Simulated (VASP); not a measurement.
# Re: single point with PBE

The system is Re.

```
Re
1.0
     2.84036    0.00000    0.00000
    -1.42018    2.45982    0.00000
     0.00000    0.00000    4.32653
Re
2
Direct
  0.33333 0.66667 0.25000
  0.66667 0.33333 0.75000
```

This cell differs from its parent crystal: strained.

```json
{"Program": "VASP 6.6.1", "Task": "single point", "Functional": "PBE", "Potentials or basis": "VASP PAW PBE potentials, release 64 (Re)", "Cutoff": "520 eV", "k mesh": "18 × 18 × 10", "Occupations": "gaussian, width 0.1 eV", "Spin": "no spin polarisation", "Dipole correction": "no", "Further INCAR settings": "ALGO = Fast; EDIFF = 1e-06; NBANDS = 14"}
```

| Quantity | Value |
| --- | --- |
| Pressure | -3.1 GPa |
| Band gap on the k mesh | zero (band 7 reaches 8.94 eV, above the bottom of band 8 at 5.65 eV) |

Stress tensor (GPa, compression positive):
```
-10.43   0.00   0.00
  0.00 -10.43   0.00
  0.00   0.00  11.71
```

Levels at points of the mesh, in eV from the Fermi level:
```
           k point  band 5  band 6  band 7  band 8  band 9  band 10
(0.00, 0.00, 0.00)   -0.76   -0.61   -0.61   -0.27   -0.27     1.29
(0.50, 0.00, 0.00)   -1.90   -0.84   -0.11    3.36    4.04     4.60
(0.00, 0.00, 0.50)   -1.86   -1.86   -1.86   -1.86    2.58     2.58
(0.50, 0.00, 0.50)    0.20    0.20    0.89    0.89    3.77     3.77
```

Run time: 45 s on 1 thread of Intel(R) Xeon(R) 6975P-C (Granite Rapids), with other jobs on the host, peak memory 0.21 GiB.

Caveat: the cell differs from its parent crystal (strained); spin-orbit coupling is left out, which moves the levels of the heavy elements.
